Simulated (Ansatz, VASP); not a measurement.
One calculation of K, two programs

```
K
1.0
    -2.60924    2.60924    2.60924
     2.60924   -2.60924    2.60924
     2.60924    2.60924   -2.60924
K
1
Direct
  0.00000 0.00000 0.00000
```

Change from the starting cell: volume scaled by 0.99, crystal datasets.

Alike in both runs: task electric field gradients; functional PBEsol; k mesh 10 × 10 × 10; occupations fermi-dirac, width 0.08 eV; no spin polarisation.

```csv
,VASP,Ansatz
version,VASP 6.6.1,Ansatz 0.2.0
potentials or method,"VASP PAW PBE potentials, release 64 (K_sv), cutoff 520 eV","all-electron PAW with datasets made for the crystal, scalar-relativistic"
```

```tsv
	VASP	Ansatz	Ansatz less VASP
pressure (GPa)	0.0	0.0	+0.01
```

VASP's potentials were made for PBE, not for PBEsol. Ansatz ran all-electron here, and VASP with PAW potentials.
